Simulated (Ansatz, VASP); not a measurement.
**Two plane-wave programs on C**

```xyz
2
Lattice="0.0000 2.1341 3.3979 1.2328 0.0000 3.3979 1.2328 2.1341 0.0000" Properties=species:S:1:pos:R:3 pbc="T T T"
C     1.2328    0.7115    3.3979
C     1.2328    3.5567    3.3979
```

Alike in both runs: functional PBE; dispersion D3(BJ); k mesh 18 × 18 × 18; occupations gaussian, width 0.02 eV; no spin polarisation.

Ansatz relaxed the structure, and its values are those at the end. VASP's run is a single point on that final structure, the one shown.

|  | VASP | Ansatz |
| --- | --- | --- |
| version | VASP 6.6.1 | Ansatz 0.2.0 |
| potentials or method | VASP PAW PBE potentials, release 64 (C), cutoff 520 eV | scalar-relativistic, plane waves, PAW |
| valence electrons in the cell | 8 | 8 |

|  | VASP | Ansatz | Ansatz less VASP |
| --- | --- | --- | --- |
| gap on the k mesh at the Fermi level (eV) | 0.07 | 0.07 | 0.000 |
| least direct gap on the mesh (eV) | 0.14 | 0.14 | 0.000 |
| pressure (GPa) | 0.4 | 0.0 | -0.43 |
